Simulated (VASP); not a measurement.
# AlC18 in VASP: a series of runs

AlC18 is run at these levels: PBE+D3(BJ); tasks: single point.

All numbers are computed with VASP 6.6.1; they aren't measurements. Logs are shortened: lines on timing, memory, paths and dates and some standing lists are left out, and cuts for length are marked.

### 1 The cell of the first run

The cell holds a slab with vacuum, 19 atoms: a = 7.398 Å, b = 7.398 Å, c = 11.000 Å, α = 90.00°, β = 90.00°, γ = 120.00°.

### 2 Single point, PBE+D3(BJ), collinear spin, zero start

Input file INCAR:

```
SYSTEM = AlC18
PREC     = Accurate       ! precision mode
ENCUT    = 520            ! plane-wave cutoff, eV
EDIFF    = 1E-7           ! SCF threshold, eV
ISMEAR   = 0              ! smearing method
SIGMA    = 0.05           ! smearing width, eV
LREAL    = Auto         
LASPH    = .True.         ! aspherical terms in the spheres
NELM     = 150            ! most SCF steps
ALGO     = Normal         ! electronic algorithm
ISIF     = 2              ! what is computed and relaxed
LWAVE    = .False.        ! write WAVECAR
LCHARG   = .False.        ! write CHGCAR
ISPIN    = 2              ! spin polarisation
MAGMOM   = 0 0 0 0 0 0 0 0 0 0 0 0 0 0 0 0 0 0 0 ! initial moments
LORBIT   = 11             ! projections on sites
GGA      = PE             ! functional
IVDW     = 12             ! dispersion correction
NBANDS   = 56             ! bands
```

Input file KPOINTS:

```
regular mesh
0
Gamma
  2 2 1
  0 0 0
```

Input file POSCAR:

```
AlC18
1.0
    7.3980000000      0.0000000000      0.0000000000
   -3.6990000000      6.4068560000      0.0000000000
    0.0000000000      0.0000000000     11.0000000000
C Al
18 1
Direct
    0.0020605085      0.0008528364      0.0890498182
    0.2258095299      0.1129632069      0.0882430000
    0.0030313760      0.3338548580      0.0892123636
    0.2252519557      0.4449716054      0.0891460000
    0.0023234552      0.6659353667      0.0897482727
    0.2256130129      0.7773160502      0.0891075455
    0.3377219272      0.0009591288      0.0883110909
    0.5598688783      0.1122681702      0.0888145455
    0.3370269723      0.3351612710      0.0887688182
    0.5586271830      0.4449886184      0.0891206364
    0.3368848556      0.6666834716      0.0893198182
    0.5586036297      0.7782878217      0.0892234545
    0.6697248725      0.0005167901      0.0891640909
    0.8913938296      0.1121745205      0.0892790909
    0.6697298017      0.3338799873      0.0891167273
    0.8915252940      0.4441435862      0.0896622727
    0.6688597788      0.6667752483      0.0896537273
    0.8906718798      0.7774835270      0.0897186364
    0.1522564114     -0.0660732815      0.2873856364
```

Potentials or basis: VASP PAW PBE potentials, release 64 (C, Al).

Started as:

```sh
$ cat potpaw_PBE.64/C/POTCAR potpaw_PBE.64/Al/POTCAR > POTCAR
$ mpirun -np 1 vasp_std > vasp.out
```

OUTCAR:

```text
SYSTEM = AlC18
   PREC = Accurate
   ENCUT = 520
   EDIFF = 1E-7
   ISMEAR = 0
   LREAL = Auto
   LASPH = .True.
   NELM = 150
   ISIF = 2
   ISPIN = 2
   LORBIT = 11
   GGA = PE
   IVDW = 12
 IVDW          = 12

 ion  position               nearest neighbor table
   1  0.002  0.001  0.089-  14 1.42  18 1.43   2 1.43  19 2.61
   2  0.226  0.113  0.088-   9 1.42   1 1.43   7 1.43  19 2.48
   3  0.003  0.334  0.089-  14 1.42  16 1.42   4 1.42
   4  0.225  0.445  0.089-   9 1.42  11 1.42   3 1.42
   5  0.002  0.666  0.090-  16 1.42  18 1.43   6 1.43
   6  0.226  0.777  0.089-  11 1.42   5 1.43   7 1.43  19 2.65
   7  0.338  0.001  0.088-   8 1.42   6 1.43   2 1.43  19 2.50
   8  0.560  0.112  0.089-  13 1.42  15 1.42   7 1.42
   9  0.337  0.335  0.089-   4 1.42  10 1.42   2 1.42
  10  0.559  0.445  0.089-   9 1.42  17 1.42  15 1.42
  11  0.337  0.667  0.089-   4 1.42  12 1.42   6 1.42
  12  0.559  0.778  0.089-  11 1.42  17 1.42  13 1.42
  13  0.670  0.001  0.089-   8 1.42  14 1.42  12 1.42
  14  0.891  0.112  0.089-  13 1.42   3 1.42   1 1.42
  15  0.670  0.334  0.089-   8 1.42  16 1.42  10 1.42
  16  0.892  0.444  0.090-   5 1.42   3 1.42  15 1.42
  17  0.669  0.667  0.090-  12 1.42  10 1.42  18 1.42
  18  0.891  0.777  0.090-  17 1.42   5 1.43   1 1.43
  19  0.152  0.934  0.287-   2 2.48   7 2.50   1 2.61   6 2.65

  LATTYP: Found a hexagonal cell.
 ALAT       =     7.3980000000
 C/A-ratio  =     1.4868883482

  Lattice vectors:

 A1 = (   7.3980000000,   0.0000000000,   0.0000000000)
 A2 = (  -3.6990000000,   6.4068560000,   0.0000000000)
 A3 = (   0.0000000000,   0.0000000000,  11.0000000000)

Analysis of symmetry for initial positions (statically):
=====================================================================
 Subroutine PRICEL returns:
 Original cell was already a primitive cell.

 Routine SETGRP: Setting up the symmetry group for a
 hexagonal supercell.

 Subroutine GETGRP returns: Found  1 space group operations
 (whereof  1 operations were pure point group operations)
 out of a pool of 24 trial point group operations.

The static configuration has the point symmetry C_1 .

Analysis of symmetry for dynamics (positions and initial velocities):
=====================================================================
 Subroutine PRICEL returns:
 Original cell was already a primitive cell.

 Routine SETGRP: Setting up the symmetry group for a
 hexagonal supercell.

 Subroutine GETGRP returns: Found  1 space group operations
 (whereof  1 operations were pure point group operations)
 out of a pool of 24 trial point group operations.

The dynamic configuration has the point symmetry C_1 .

Analysis of structural, dynamic, and magnetic symmetry:
=====================================================================
 Subroutine PRICEL returns:
 Original cell was already a primitive cell.

 Routine SETGRP: Setting up the symmetry group for a
 hexagonal supercell.

 Subroutine GETGRP returns: Found  1 space group operations
 (whereof  1 operations were pure point group operations)
 out of a pool of 24 trial point group operations.

The overall configuration has the point symmetry C_1 .

 Subroutine INISYM returns: Found  1 space group operations
 (whereof  1 operations are pure point group operations),
 and found     1 'primitive' translations

----------------------------------------------------------------------------------------

                                     Primitive cell

  volume of cell :     521.3771

  direct lattice vectors                    reciprocal lattice vectors
     7.398000000  0.000000000  0.000000000     0.135171668  0.078041398  0.000000000
    -3.699000000  6.406856000  0.000000000     0.000000000  0.156082796  0.000000000
     0.000000000  0.000000000 11.000000000     0.000000000  0.000000000  0.090909091

  length of vectors
     7.398000000  7.398000054 11.000000000     0.156082797  0.156082796  0.090909091

  position of ions in fractional coordinates (direct lattice)
     0.002060509  0.000852836  0.089049818
     0.225809530  0.112963207  0.088243000
     0.003031376  0.333854858  0.089212364
     0.225251956  0.444971605  0.089146000
     0.002323455  0.665935367  0.089748273
     0.225613013  0.777316050  0.089107545
[... 11 lines left out ...]
     0.890671880  0.777483527  0.089718636
     0.152256411  0.933926718  0.287385636
[... 62 lines left out ...]
   NGXF,Y,Z  is equivalent  to a cutoff of  25.17, 25.17, 25.39 a.u.
 SYSTEM =  AlC18
   PREC   = accura    normal or accurate (medium, high low for compatibility)
   ISTART =      0    job   : 0-new  1-cont  2-samecut
   ICHARG =      2    charge: 1-file 2-atom 10-const
   ISPIN  =      2    spin polarized calculation?
   LNONCOLLINEAR =      F non collinear calculations
   LSORBIT =      F    spin-orbit coupling
   LASPH  =      T    aspherical Exc in radial PAW
   ENCUT  =  520.0 eV  38.22 Ry    6.18 a.u.  13.76 13.76 20.45*2*pi/ulx,y,z
   NELM   =    150;   NELMIN=  2; NELMDL= -5     # of ELM steps
   EDIFF  = 0.1E-06   stopping-criterion for ELM
   LREAL  =      T    real-space projection
   EDIFFG = 0.1E-05   stopping-criterion for IOM
   NSW    =      0    number of steps for IOM
   IBRION =     -1    ionic relax: 0-MD 1-quasi-New 2-CG
   NFREE  =      0    steps in history (QN), initial steepest desc. (CG)
   ISIF   =      2    stress and relaxation
   ISYM   =      2    0-nonsym 1-usesym 2-fastsym
   POTIM  = 0.5000    time-step for ionic-motion
   TEBEG  =    0.0;   TEEND  =   0.0 temperature during run
   PSTRESS=    0.0 pullay stress
   NELECT =      75.0000    total number of electrons
   NUPDOWN=      -1.0000    fix difference up-down
   EMIN   =  10.00;   EMAX   =-10.00  energy-range for DOS
   EFERMI =   0.00;   METHOD = LEGACY
   ISMEAR =     0;   SIGMA  =   0.05  broadening in eV -4-tet -1-fermi 0-gaus
   EFERMI_NEDOS =   21; number of points for ismear=-14 and -15
   IALGO  =     38    algorithm
   IMIX   =      4    mixing-type and parameters
     AMIX     =   0.40;   BMIX     =  1.00
     AMIX_MAG =   1.60;   BMIX_MAG =  1.00
  volume/ion in A,a.u.               =      27.44       185.18
  Fermi-wavevector in a.u.,A,eV,Ry     =   0.857784  1.620977 10.011076  0.735793
  Thomas-Fermi vector in A             =   1.974890
   LORBIT       =     11    0 simple, 1 ext, 2 COOP (PROOUT), +10 PAW based schemes
   GGA     = PE    functional components
   LHFCALC =     F    Hartree Fock is set to
   AEXX    =    0.0000 exact exchange contribution
   IVDW    =    12    specifies the selected vdW correction
   LEPSILON=     F    determine dielectric tensor
   LRPA    =     F    only Hartree local field effects (RPA)
 spin polarized calculation
 Gauss-broadening in eV      SIGMA  =   0.05
  energy-cutoff  :      520.00
  volume of cell :      521.38
 maximum number of plane-waves:     14099
 NGX is ok and might be reduce to    56
   NGX = 27   NGY = 27   NGZ = 41

 number of electron      74.9999997 magnetization       0.0000000

 number of electron      74.9999997 magnetization      -0.0000000

 Free energy of the ion-electron system (eV)
  ---------------------------------------------------
  ext. energy  EPLUGINS =         0.00000000
  ---------------------------------------------------
  free energy    TOTEN  =      -167.53994845 eV

  energy without entropy =     -167.53994845  energy(sigma->0) =     -167.53994845

 E-fermi :  -0.6772     XC(G=0):  -4.4946

 val. band max:       -0.9281014352   @ k =   0.0000   0.0000   0.0000
 cond. band min:       0.4291623760   @ k =   0.0000   0.5000   0.0000
 fundamental gap:      1.3572638112
 Fermi energy:        -0.6771961523

 spin component 1

 k-point     1 :       0.0000    0.0000    0.0000
  band No.  band energies     occupation
      1     -20.4188      1.00000
      2     -18.0231      1.00000
      3     -17.8777      1.00000
      4     -17.8675      1.00000
      5     -17.6939      1.00000
      6     -17.6877      1.00000
[... 197 lines left out ...]
     48       4.0696      0.00000
     49       4.3541      0.00000
 Fermi energy:        -0.6771961523

 spin component 2

 k-point     1 :       0.0000    0.0000    0.0000
  band No.  band energies     occupation
      1     -20.4188      1.00000
      2     -18.0231      1.00000
      3     -17.8777      1.00000
      4     -17.8675      1.00000
      5     -17.6939      1.00000
      6     -17.6877      1.00000
[... 197 lines left out ...]
     48       4.0696      0.00000
     49       4.3540      0.00000
 [bands above 49 left out]

------------------------ aborting loop because EDIFF is reached ----------------------------------------

 Edisp (eV)   -1.80841

 E8    (eV) :    -0.5846

  FORCE on cell =-STRESS in cart. coord.  units (eV):
  Direction    XX          YY          ZZ          XY          YZ          ZX
  --------------------------------------------------------------------------------------
  -------------------------------------------------------------------------------------
  Total       4.85256     4.87357    -0.12991    -0.00521    -0.16474    -0.06316
  in kB      14.91177    14.97635    -0.39920    -0.01601    -0.50624    -0.19408
  external pressure =        9.83 kB  Pullay stress =        0.00 kB

 VOLUME and BASIS-vectors are now :
 -----------------------------------------------------------------------------
  energy-cutoff  :      520.00
  volume of cell :      521.38
      direct lattice vectors                 reciprocal lattice vectors
     7.398000000  0.000000000  0.000000000     0.135171668  0.078041398  0.000000000
    -3.699000000  6.406856000  0.000000000     0.000000000  0.156082796  0.000000000
     0.000000000  0.000000000 11.000000000     0.000000000  0.000000000  0.090909091

 POSITION                                       TOTAL-FORCE (eV/Angst)
 -----------------------------------------------------------------------------------
      0.01209      0.00546      0.97955        -0.003753      0.007203     -0.010650
      1.25269      0.72374      0.97067        -0.006486      0.014243     -0.010039
     -1.21250      2.13896      0.98134         0.000262     -0.003065     -0.000844
      0.02046      2.85087      0.98061         0.000102      0.012379     -0.003043
     -2.44611      4.26655      0.98723        -0.001451     -0.007624      0.001473
     -1.20621      4.98015      0.98018         0.001103     -0.003409      0.000619
[... 11 lines left out ...]
      3.71328      4.98122      0.98691         0.003515     -0.001381     -0.000881
     -2.32820      5.98353      3.16124        -0.028108     -0.073813      0.009850
 -----------------------------------------------------------------------------------
    total drift:                                0.004943     -0.006305     -0.004786

  FREE ENERGIE OF THE ION-ELECTRON SYSTEM (eV)
  ---------------------------------------------------
  free  energy   TOTEN  =      -169.3483583169 eV

  energy  without entropy=     -169.3483583169  energy(sigma->0) =     -169.34835832

 total charge

# of ion       s       p       d       tot
------------------------------------------
    1        0.860   1.786   0.000   2.646
    2        0.860   1.788   0.000   2.648
    3        0.862   1.793   0.000   2.655
    4        0.861   1.796   0.000   2.658
    5        0.861   1.786   0.000   2.647
    6        0.860   1.786   0.000   2.646
[... 11 lines left out ...]
   18        0.861   1.786   0.000   2.647
   19        0.627   0.118   0.000   0.745
--------------------------------------------------
tot         16.124  32.408   0.000  48.532

 magnetization (x)

# of ion       s       p       d       tot
------------------------------------------
    1        0.000   0.000   0.000   0.000
    2       -0.000  -0.000   0.000  -0.000
    3       -0.000  -0.000   0.000  -0.000
    4        0.000   0.000   0.000   0.000
    5       -0.000  -0.000   0.000  -0.000
    6       -0.000   0.000   0.000   0.000
[... 11 lines left out ...]
   18       -0.000  -0.000   0.000  -0.000
   19       -0.000  -0.000   0.000  -0.000
--------------------------------------------------
tot         -0.000  -0.000   0.000  -0.000
```

Run time: 5.3 min. Hardware: 1 thread of Intel Xeon 6975P-C (Granite Rapids), shared host; peak memory 0.79 GiB.

Results:

```yaml
Free_energy: -169.3484 eV
Largest_force: 0.080 eV/Å
Net_moment: 0.00 μB per cell
Valence_electrons_inside_the_program's_atomic_spheres: C 2.65, 2.66 (each value once); Al 0.74
Dispersion_energy_per_atom: -0.095 eV
```

Forces in eV/Å, atoms in the order of the input:
```
C   -0.004  0.007 -0.011
C   -0.006  0.014 -0.010
C    0.000 -0.003 -0.001
C    0.000  0.012 -0.003
C   -0.001 -0.008  0.001
C    0.001 -0.003  0.001
C    0.008  0.008  0.003
C    0.004  0.004  0.004
C    0.005  0.010  0.007
C    0.000  0.010 -0.001
C    0.009  0.010  0.001
C    0.000  0.002 -0.001
C    0.001  0.005 -0.003
C    0.003 -0.001  0.002
C    0.002 -0.003  0.000
C    0.002  0.000  0.001
C    0.002  0.011  0.000
C    0.004 -0.001 -0.001
Al  -0.028 -0.074  0.010
```

Caveat: the k points lie up to 0.49 Å⁻¹ apart; there is no dipole correction, which matters where the two faces differ; no moment was typed at the start, so none could form.

### 3 Single point, PBE+D3(BJ), collinear spin, zero start

Input file INCAR:

```
SYSTEM = AlC18
ALGO = Normal ; EDIFF = 1E-7
ENCUT = 520 ; GGA = PE
ISIF = 2 ; ISMEAR = 0
ISPIN = 2 ; IVDW = 12
LASPH = .True. ; LCHARG = .False.
LORBIT = 11 ; LREAL = Auto
LWAVE = .False. ; MAGMOM = 0 0 0 0 0 0 0 0 0 0 0 0 0 0 0 0 0 0 0
NBANDS = 56 ; NELM = 150
PREC = Accurate ; SIGMA = 0.05
```

Input file KPOINTS:

```
k-points
0
Gamma
  2 2 1
  0 0 0
```

Input file POSCAR:

```
AlC18
1.0
    7.3980000000      0.0000000000      0.0000000000
   -3.6990000000      6.4068560000      0.0000000000
    0.0000000000      0.0000000000     11.0000000000
C Al
18 1
Direct
   -0.0033231057     -0.0060109046      0.0889831818
    0.2191847693      0.1056212283      0.0877942727
   -0.0018196220      0.3281247464      0.0899614545
    0.2199732410      0.4396566740      0.0901319091
   -0.0019616890      0.6612569410      0.0896516364
    0.2196668369      0.7709914192      0.0889740909
    0.3312906654     -0.0064938247      0.0877728182
    0.5549813380      0.1059077963      0.0897900000
    0.3315873986      0.3292994255      0.0898064545
    0.5545019358      0.4402101436      0.0908753636
    0.3315653301      0.6613142234      0.0898924545
    0.5538056077      0.7724990229      0.0899546364
    0.6653414884     -0.0057109134      0.0901223636
    0.8869955582      0.1058829791      0.0898960000
    0.6658908618      0.3288293041      0.0908752727
    0.8876379282      0.4394213012      0.0905848182
    0.6651019494      0.6619557237      0.0905805455
    0.8869382325      0.7723601092      0.0896490000
    0.3573468970      0.1309998227      0.2877948182
```

Potentials or basis: VASP PAW PBE potentials, release 64 (C, Al).

Started as:

```sh
$ cat potpaw_PBE.64/C/POTCAR potpaw_PBE.64/Al/POTCAR > POTCAR
$ mpirun -np 1 vasp_std > vasp.out
```

Wall time 5.1 min (1 thread of Intel Xeon 6975P-C (Granite Rapids), shared host); peak memory 0.79 GiB.

Results (log left out):

```
Free energy                                           : -169.3089 eV
Largest force                                         : 0.145 eV/Å
Net moment                                            : 0.00 μB per cell
Valence electrons inside the program's atomic spheres : C 2.66, 2.65 (each value once); Al 0.75
Dispersion energy per atom                            : -0.096 eV
```

Forces in eV/Å, atoms in the order of the input:
```
C   -0.002  0.002 -0.003
C   -0.008 -0.003 -0.001
C    0.001  0.000 -0.003
C   -0.002 -0.008 -0.003
C   -0.007 -0.009 -0.005
C   -0.006 -0.011 -0.002
C    0.000 -0.015  0.002
C    0.000 -0.008 -0.007
C   -0.016 -0.001 -0.002
C   -0.009 -0.009  0.002
C   -0.005 -0.011 -0.001
C   -0.007 -0.013  0.001
C   -0.001 -0.009  0.000
C    0.002  0.001  0.001
C   -0.002 -0.009  0.003
C   -0.002 -0.004  0.004
C   -0.006 -0.010  0.000
C   -0.002 -0.008 -0.003
Al   0.073  0.124  0.017
```

Levels at points of the mesh, in eV from the Fermi level:
Spin up:
| k point | band 35 | band 36 | band 37 | band 38 | band 39 | band 40 |
| --- | --- | --- | --- | --- | --- | --- |
| (0.00, 0.00, 0.00) | -2.81 | -0.50 | -0.48 | -0.25 | -0.24 | 1.68 |
| (0.50, 0.00, 0.00) | -2.87 | -2.56 | -2.55 | 0.93 | 1.37 | 1.73 |
| (0.00, 0.50, 0.00) | -2.87 | -2.56 | -2.55 | 0.93 | 1.37 | 1.73 |
| (0.50, 0.50, 0.00) | -2.92 | -2.56 | -2.55 | 1.17 | 1.32 | 1.36 |
Spin down:
```tsv
k point	band 33	band 34	band 35	band 36	band 37	band 38	band 39	band 40	band 41	band 42
(0.00, 0.00, 0.00)	-3.19	-3.19	-2.81	-0.50	-0.48	-0.25	-0.24	1.68	1.90	2.80
(0.50, 0.00, 0.00)	-3.19	-3.03	-2.87	-2.56	-2.55	0.93	1.37	1.73	1.92	2.25
(0.00, 0.50, 0.00)	-3.19	-3.03	-2.87	-2.56	-2.55	0.93	1.37	1.73	1.91	2.25
(0.50, 0.50, 0.00)	-3.30	-2.95	-2.92	-2.56	-2.55	1.17	1.32	1.36	2.14	2.18
```

Caveat: the k points lie up to 0.49 Å⁻¹ apart; there is no dipole correction, which matters where the two faces differ; no moment was typed at the start, so none could form.
